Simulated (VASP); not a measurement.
A run of VASP 6.6.1 is set up as follows.

INCAR

```
PREC = Accurate ; ENCUT = 520
EDIFF = 1E-8 ; ISMEAR = -1
SIGMA = 0.02 ; LREAL = F
LASPH = T ; NELM = 60
ALGO = Normal ; ISIF = 2
LWAVE = F ; LCHARG = F
GGA = PE ; LEFG = T
NBANDS = 11
```

The input KPOINTS:

```
regular mesh
0
Gamma
  11 11 11
```

Contents of POSCAR:

```
BN
1.0
    0.0000000000      1.8075000000      1.8075000000
    1.8075000000      0.0000000000      1.8075000000
    1.8075000000      1.8075000000      0.0000000000
B N
1 1
Direct
    0.0000000000      0.0000000000      0.0000000000
    0.7500000000      0.7500000000      0.7500000000
```

Potentials or basis: VASP PAW PBE potentials, release 64 (B, N).

Launch:

```console
$ cat potpaw_PBE.64/B/POTCAR potpaw_PBE.64/N/POTCAR > POTCAR
$ mpirun -np 1 vasp_std > vasp.out
```

Q: Predict the pressure.

A: 3.3 GPa.

Q: What does it give for the band gap on the k mesh?

A: 4.56 eV, indirect (least direct gap 8.82 eV).

Caveat: without QUAD_EFG the Cq values of the log hold for a quadrupole moment of 1 mb, not for the nuclei. A k mesh can miss the band edges.
